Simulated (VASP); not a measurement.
# C (Fd-3m) in VASP: further runs

The runs below take C through single point, with r2SCAN.

All numbers are computed with VASP 6.6.1; they aren't measurements. Logs are shortened: lines on timing, memory, paths and dates and some standing lists are left out, and cuts for length are marked.

## (1) The cell of the first run

It takes space group Fd-3m (No. 227, cubic). Conventional cell: a = 3.567 Å, b = 3.567 Å, c = 3.567 Å, α = 90.00°, β = 90.00°, γ = 90.00°. Within 2.1 Å of C (site symmetry -43m) lie 4 C at 1.54 Å.

## (2) Single point, r2SCAN

Contents of POSCAR:

```
C
1.0
    0.0000000000      1.7833800000      1.7833800000
    1.7833800000      0.0000000000      1.7833800000
    1.7833800000      1.7833800000      0.0000000000
C
2
Direct
    0.5000000000      0.5000000000      0.5000000000
    0.7500000000      0.7500000000      0.7500000000
```

Contents of INCAR.step1:

```
PREC     = Accurate       # precision mode
ENCUT    = 520            # plane-wave cutoff, eV
ISMEAR   = 0              # smearing method
SIGMA    = 0.1            # smearing width, eV
LREAL    = F              # projectors in reciprocal space
LASPH    = T              # aspherical terms in the spheres
NELM     = 80             # most SCF steps
NBANDS   = 11             # bands
GGA      = PE             # functional
ALGO     = Normal         # electronic algorithm
EDIFF    = 1E-4           # SCF threshold, eV
LWAVE    = T              # write WAVECAR
LCHARG   = F              # write CHGCAR
```

Contents of INCAR.step2:

```
PREC     = Accurate       # precision mode
ENCUT    = 520            # plane-wave cutoff, eV
EDIFF    = 1E-7           # SCF threshold, eV
ISMEAR   = 0              # smearing method
SIGMA    = 0.1            # smearing width, eV
LREAL    = F              # projectors in reciprocal space
LASPH    = T              # aspherical terms in the spheres
NELM     = 80             # most SCF steps
ALGO     = Normal         # electronic algorithm
ISIF     = 2              # what is computed and relaxed
LWAVE    = F              # write WAVECAR
LCHARG   = F              # write CHGCAR
METAGGA  = R2SCAN         # meta-GGA
LMIXTAU  = T            
NBANDS   = 11             # bands
ISTART   = 1
```

Contents of KPOINTS:

```
regular mesh
0
Gamma
  12 12 12
```

Potentials or basis: VASP PAW PBE potentials, release 64 (C).

Run with:

```bash
> cat potpaw_PBE.64/C/POTCAR > POTCAR
> cp INCAR.step1 INCAR
> mpirun -np 1 vasp_std > vasp.out
> cp INCAR.step2 INCAR
> mpirun -np 1 vasp_std > vasp.out
```

OUTCAR:

```text
PREC = Accurate
   ENCUT = 520
   EDIFF = 1E-7
   ISMEAR = 0
   LREAL = F
   LASPH = T
   NELM = 80
   ISIF = 2
   METAGGA = R2SCAN
   ISTART = 1

 ion  position               nearest neighbor table
   1  0.500  0.500  0.500-   2 1.54   2 1.54   2 1.54   2 1.54
   2  0.750  0.750  0.750-   1 1.54   1 1.54   1 1.54   1 1.54

  LATTYP: Found a face centered cubic cell.
 ALAT       =     3.5667600000

  Lattice vectors:

 A1 = (   0.0000000000,   1.7833800000,   1.7833800000)
 A2 = (   1.7833800000,   0.0000000000,   1.7833800000)
 A3 = (   1.7833800000,   1.7833800000,   0.0000000000)

Analysis of symmetry for initial positions (statically):
=====================================================================
 Subroutine PRICEL returns:
 Original cell was already a primitive cell.

 Routine SETGRP: Setting up the symmetry group for a
 face centered cubic supercell.

 Subroutine GETGRP returns: Found 48 space group operations
 (whereof 24 operations were pure point group operations)
 out of a pool of 48 trial point group operations.

The static configuration has the point symmetry T_d .
 The point group associated with its full space group is O_h .

Analysis of symmetry for dynamics (positions and initial velocities):
=====================================================================
 Subroutine PRICEL returns:
 Original cell was already a primitive cell.

 Routine SETGRP: Setting up the symmetry group for a
 face centered cubic supercell.

 Subroutine GETGRP returns: Found 48 space group operations
 (whereof 24 operations were pure point group operations)
 out of a pool of 48 trial point group operations.

The dynamic configuration has the point symmetry T_d .
 The point group associated with its full space group is O_h .

 Subroutine INISYM returns: Found 48 space group operations
 (whereof 24 operations are pure point group operations),
 and found     1 'primitive' translations

----------------------------------------------------------------------------------------

                                     Primitive cell

  volume of cell :      11.3439

  direct lattice vectors                    reciprocal lattice vectors
     0.000000000  1.783380000  1.783380000    -0.280366495  0.280366495  0.280366495
     1.783380000  0.000000000  1.783380000     0.280366495 -0.280366495  0.280366495
     1.783380000  1.783380000  0.000000000     0.280366495  0.280366495 -0.280366495

  length of vectors
     2.522080183  2.522080183  2.522080183     0.485609014  0.485609014  0.485609014

  position of ions in fractional coordinates (direct lattice)
     0.500000000  0.500000000  0.500000000
     0.750000000  0.750000000  0.750000000

  ion indices of the primitive-cell ions
   primitive index   ion index
                 1           1
                 2           2

----------------------------------------------------------------------------------------

 KPOINTS: regular mesh

Automatic generation of k-mesh.
 Grid dimensions read from file:
 generate k-points for:   12   12   12

 Generating k-lattice:

  Cartesian coordinates                     Fractional coordinates (reciprocal lattice)
    -0.023363875  0.023363875  0.023363875     0.083333333  0.000000000  0.000000000
     0.023363875 -0.023363875  0.023363875     0.000000000  0.083333333  0.000000000
     0.023363875  0.023363875 -0.023363875     0.000000000  0.000000000  0.083333333

  Length of vectors
     0.040467418  0.040467418  0.040467418

  Shift w.r.t. Gamma in fractional coordinates (k-lattice)
     0.000000000  0.000000000  0.000000000

 Subroutine IBZKPT returns following result:
 ===========================================

 Found     72 irreducible k-points:

 Following reciprocal coordinates:
            Coordinates               Weight
  0.000000  0.000000  0.000000      1.000000
  0.083333  0.000000  0.000000      8.000000
  0.166667  0.000000  0.000000      8.000000
  0.250000  0.000000  0.000000      8.000000
  0.333333  0.000000  0.000000      8.000000
  0.416667  0.000000  0.000000      8.000000
[... 16 lines left out ...]
  0.500000  0.166667  0.000000     24.000000
 -0.416667  0.166667  0.000000     24.000000
 [... further k-points ...]
   k-points           NKPTS =     72   k-points in BZ     NKDIM =     72   number of bands    NBANDS=     11
   number of dos      NEDOS =    301   number of ions     NIONS =      2
   total plane-waves  NPLWV =   8000
   dimension x,y,z NGX =    20 NGY =   20 NGZ =   20
   dimension x,y,z NGXF=    40 NGYF=   40 NGZF=   40
   ions per type =               2
   NGX,Y,Z   is equivalent  to a cutoff of  13.18, 13.18, 13.18 a.u.
   NGXF,Y,Z  is equivalent  to a cutoff of  26.37, 26.37, 26.37 a.u.
 SYSTEM =  unknown system
   PREC   = accura    normal or accurate (medium, high low for compatibility)
   ISTART =      1    job   : 0-new  1-cont  2-samecut
   ICHARG =      0    charge: 1-file 2-atom 10-const
   ISPIN  =      1    spin polarized calculation?
   LNONCOLLINEAR =      F non collinear calculations
   LSORBIT =      F    spin-orbit coupling
   LASPH  =      T    aspherical Exc in radial PAW
   ENCUT  =  520.0 eV  38.22 Ry    6.18 a.u.   4.69  4.69  4.69*2*pi/ulx,y,z
   NELM   =     80;   NELMIN=  2; NELMDL=  0     # of ELM steps
   EDIFF  = 0.1E-06   stopping-criterion for ELM
   LREAL  =      F    real-space projection
   EDIFFG = 0.1E-05   stopping-criterion for IOM
   NSW    =      0    number of steps for IOM
   IBRION =     -1    ionic relax: 0-MD 1-quasi-New 2-CG
   NFREE  =      0    steps in history (QN), initial steepest desc. (CG)
   ISIF   =      2    stress and relaxation
   ISYM   =      2    0-nonsym 1-usesym 2-fastsym
   POTIM  = 0.5000    time-step for ionic-motion
   TEBEG  =    0.0;   TEEND  =   0.0 temperature during run
   PSTRESS=    0.0 pullay stress
   NELECT =       8.0000    total number of electrons
   NUPDOWN=      -1.0000    fix difference up-down
   EMIN   =  10.00;   EMAX   =-10.00  energy-range for DOS
   EFERMI =   0.00;   METHOD = LEGACY
   ISMEAR =     0;   SIGMA  =   0.10  broadening in eV -4-tet -1-fermi 0-gaus
   EFERMI_NEDOS =   21; number of points for ismear=-14 and -15
   IALGO  =     38    algorithm
   IMIX   =      4    mixing-type and parameters
     AMIX     =   0.40;   BMIX     =  1.00
     AMIX_MAG =   1.60;   BMIX_MAG =  1.00
  volume/ion in A,a.u.               =       5.67        38.28
  Fermi-wavevector in a.u.,A,eV,Ry     =   1.457195  2.753699 28.890837  2.123417
  Thomas-Fermi vector in A             =   2.574025
   LORBIT       =      0    0 simple, 1 ext, 2 COOP (PROOUT), +10 PAW based schemes
   METAGGA = R2SCAN    functional components
   LHFCALC =     F    Hartree Fock is set to
   AEXX    =    0.0000 exact exchange contribution
   IVDW    =     0    specifies the selected vdW correction
   LEPSILON=     F    determine dielectric tensor
   LRPA    =     F    only Hartree local field effects (RPA)
 non-spin polarized calculation
 Gauss-broadening in eV      SIGMA  =   0.10
  energy-cutoff  :      520.00
  volume of cell :       11.34
 maximum number of plane-waves:       316
   NGX =  9   NGY =  9   NGZ =  9

 number of electron       7.9999999 magnetization

 Free energy of the ion-electron system (eV)
  ---------------------------------------------------
  ext. energy  EPLUGINS =         0.00000000
  ---------------------------------------------------
  free energy    TOTEN  =       -19.65728002 eV

  energy without entropy =      -19.65728002  energy(sigma->0) =      -19.65728002

 E-fermi :  10.3013     XC(G=0): -14.2579

 val. band max:        9.7126636316   @ k =   0.0000   0.0000   0.0000
 cond. band min:      14.0550454036   @ k =   0.3333   0.3333   0.0000
 fundamental gap:      4.3423817720
 Fermi energy:        10.3012566372

 k-point     1 :       0.0000    0.0000    0.0000
  band No.  band energies     occupation
      1     -12.9826      2.00000
      2       9.7127      2.00000
      3       9.7127      2.00000
      4       9.7127      2.00000
      5      15.5481      0.00000
      6      15.5481      0.00000
      7      15.5481      0.00000
      8      23.5303      0.00000
      9      30.1060      0.00000
     10      37.1005      0.00000
     11      37.1005      0.00000

 k-point     2 :       0.0833    0.0000    0.0000
  band No.  band energies     occupation
      1     -12.7816      2.00000
      2       8.3960      2.00000
      3       9.3677      2.00000
      4       9.3677      2.00000
      5      16.0005      0.00000
      6      16.0005      0.00000
      7      16.3157      0.00000
      8      23.7345      0.00000
      9      30.4504      0.00000
     10      35.0497      0.00000
     11      35.0497      0.00000

 k-point     3 :       0.1667    0.0000    0.0000
  band No.  band energies     occupation
      1     -12.1814      2.00000
      2       5.7041      2.00000
      3       8.6213      2.00000
      4       8.6213      2.00000
      5      16.9809      0.00000
      6      16.9809      0.00000
      7      17.4509      0.00000
      8      24.3226      0.00000
      9      31.1693      0.00000
     10      33.4101      0.00000
     11      33.4101      0.00000

 k-point     4 :       0.2500    0.0000    0.0000
  band No.  band energies     occupation
      1     -11.1918      2.00000
      2       2.7079      2.00000
      3       7.8537      2.00000
      4       7.8537      2.00000
      5      17.8908      0.00000
      6      17.8908      0.00000
      7      18.1950      0.00000
      8      25.1403      0.00000
      9      31.6069      0.00000
     10      33.0043      0.00000
     11      33.0043      0.00000
[... 239 lines left out ...]
 k-point    22 :       0.4167    0.1667    0.0000
  band No.  band energies     occupation
      1      -8.6329      2.00000
      2      -0.6471      2.00000
      3       5.1595      2.00000
      4       5.4161      2.00000
      5      16.7093      0.00000
      6      21.3020      0.00000
      7      21.3461      0.00000
      8      23.1008      0.00000
      9      32.0273      0.00000
     10      33.3966      0.00000
     11      38.3544      0.00000

 k-point    23 :       0.5000    0.1667    0.0000
  band No.  band energies     occupation
      1      -7.0119      2.00000
      2      -2.9636      2.00000
      3       4.4054      2.00000
      4       5.5073      2.00000
      5      17.1551      0.00000
      6      21.0027      0.00000
      7      21.4501      0.00000
      8      24.8366      0.00000
      9      31.0303      0.00000
     10      34.9015      0.00000
     11      37.5606      0.00000

 k-point    24 :      -0.4167    0.1667    0.0000
  band No.  band energies     occupation
      1      -6.5869      2.00000
      2      -3.4791      2.00000
      3       3.8961      2.00000
      4       5.9058      2.00000
      5      17.6150      0.00000
      6      20.4767      0.00000
      7      21.4277      0.00000
      8      26.0990      0.00000
      9      30.2720      0.00000
     10      34.9827      0.00000
     11      35.7125      0.00000

 [... further k-points ...]
[... 5 lines left out ...]
  --------------------------------------------------------------------------------------
  -------------------------------------------------------------------------------------
  Total       -0.0947293     -0.0947293     -0.0947293     -0.0000000      0.0000000      0.0000000
  in kB      -13.3792943    -13.3792943    -13.3792943     -0.0000000      0.0000000      0.0000000
  external PRESSURE =     -13.3792943 kB  Pullay stress =       0.0000000 kB

 VOLUME and BASIS-vectors are now :
 -----------------------------------------------------------------------------
  energy-cutoff  :      520.00
  volume of cell :       11.34
      direct lattice vectors                 reciprocal lattice vectors
     0.000000000  1.783380000  1.783380000    -0.280366495  0.280366495  0.280366495
     1.783380000  0.000000000  1.783380000     0.280366495 -0.280366495  0.280366495
     1.783380000  1.783380000  0.000000000     0.280366495  0.280366495 -0.280366495

 POSITION                                       TOTAL-FORCE (eV/Angst)
 -----------------------------------------------------------------------------------
      1.78338      1.78338      1.78338        -0.000000     -0.000000     -0.000000
      2.67507      2.67507      2.67507         0.000000      0.000000      0.000000
 -----------------------------------------------------------------------------------
    total drift:                                0.000000     -0.000000      0.000000

  FREE ENERGIE OF THE ION-ELECTRON SYSTEM (eV)
  ---------------------------------------------------
  free  energy   TOTEN  =       -19.6572800200 eV

  energy  without entropy=      -19.6572800200  energy(sigma->0) =      -19.65728002
```

It took 38 s on 1 thread of AMD EPYC 7R43 (Zen 3), shared host; peak memory 0.09 GiB.

Results:

```yaml
Free_energy: -19.6573 eV
Pressure: -1.3 GPa
Band_gap_on_the_k_mesh: 4.34 eV, indirect (least direct gap 5.84 eV)
```

Caveat: the PAW data sets were made with another functional, which shifts forces and pressure a little. A k mesh can miss the band edges.

## (3) Single point, r2SCAN

POSCAR is that of step 2.

Contents of INCAR.step1:

```
SYSTEM = C
  ALGO = Normal
  EDIFF = 1E-4
  ENCUT = 520
  GGA = PE
  ISMEAR = 0
  LASPH = .TRUE.
  LCHARG = .FALSE.
  LREAL = .FALSE.
  LWAVE = .TRUE.
  NBANDS = 11
  NELM = 80
  PREC = Accurate
  SIGMA = 0.01
```

Contents of INCAR.step2:

```
SYSTEM = C
  ALGO = Normal
  EDIFF = 1E-7
  ENCUT = 520
  ISIF = 2
  ISMEAR = 0
  ISTART = 1
  LASPH = .TRUE.
  LCHARG = .FALSE.
  LMIXTAU = .TRUE.
  LREAL = .FALSE.
  LWAVE = .FALSE.
  METAGGA = R2SCAN
  NBANDS = 11
  NELM = 80
  PREC = Accurate
  SIGMA = 0.01
```

Contents of KPOINTS:

```
k-points
0
G
  12 12 12
  0 0 0
```

Potentials or basis: VASP PAW PBE potentials, release 64 (C).

Run with:

```bash
> cat potpaw_PBE.64/C/POTCAR > POTCAR
> cp INCAR.step1 INCAR
> mpirun -np 1 vasp_std > vasp.out
> cp INCAR.step2 INCAR
> mpirun -np 1 vasp_std > vasp.out
```

It took 38 s on 1 thread of AMD EPYC 7R43 (Zen 3), shared host; peak memory 0.09 GiB.

Results (log left out):

- Free energy: -19.6573 eV
- Pressure: -1.3 GPa
- Band gap on the k mesh: 4.34 eV, indirect (least direct gap 5.84 eV)

Levels at points of the mesh, in eV from the valence-band top:
```tsv
k point	band 1	band 2	band 3	band 4	band 5	band 6	band 7	band 8	band 9
(0.00, 0.00, 0.00)	-22.70	0.00	0.00	0.00	5.84	5.84	5.84	13.82	20.39
(0.50, 0.00, 0.00)	-16.75	-14.04	-2.98	-2.98	8.88	8.88	9.13	16.70	23.21
(0.50, 0.50, 0.00)	-13.59	-13.59	-6.66	-6.66	5.00	5.00	17.87	17.87	24.62
```

Caveat: the PAW data sets were made with another functional, which shifts forces and pressure a little. A k mesh can miss the band edges.

[end of part 1 of 3]
